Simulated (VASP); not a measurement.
# Sc3W: single point with PBE

Crystal: Sc3W.

```xyz
4
Lattice="0.0000 3.2129 3.2129 3.2129 0.0000 3.2129 3.2129 3.2129 0.0000" Properties=species:S:1:pos:R:3 pbc="T T T"
Sc    1.6065    1.6065    1.6065
Sc    4.8194    4.8194    4.8194
Sc    3.2129    3.2129    3.2129
W     0.0000    0.0000    0.0000
```

```yaml
Program: VASP 6.6.1
Task: single point
Functional: PBE
Potentials_or_basis: VASP PAW PBE potentials, release 64 (Sc_sv, W_sv)
Cutoff: 520 eV
k_mesh: 6 × 6 × 6
Occupations: gaussian, width 0.1 eV
Spin: no spin polarisation
```

```
Pressure : 27.3 GPa
```

Levels at points of the mesh, in eV from the Fermi level:
| k point | band 19 | band 20 | band 21 | band 22 | band 23 | band 24 | band 25 | band 26 | band 27 | band 28 |
| --- | --- | --- | --- | --- | --- | --- | --- | --- | --- | --- |
| (0.00, 0.00, 0.00) | -2.99 | -1.09 | -1.09 | -1.09 | -0.09 | -0.09 | -0.09 | 1.57 | 1.57 | 1.57 |
| (0.50, 0.00, 0.00) | -1.47 | -1.47 | -0.99 | -0.71 | -0.71 | -0.68 | -0.68 | 0.20 | 0.34 | 0.34 |
| (0.50, 0.50, 0.00) | -2.95 | -2.16 | -0.88 | -0.76 | -0.76 | 0.49 | 1.53 | 1.53 | 1.86 | 1.86 |

It took 74 s on 1 thread of Oxide Virtual Turin-like Processor, with other jobs on the host, peak memory 0.18 GiB.

Caveat: spin-orbit coupling is left out, which moves the levels of the heavy elements.
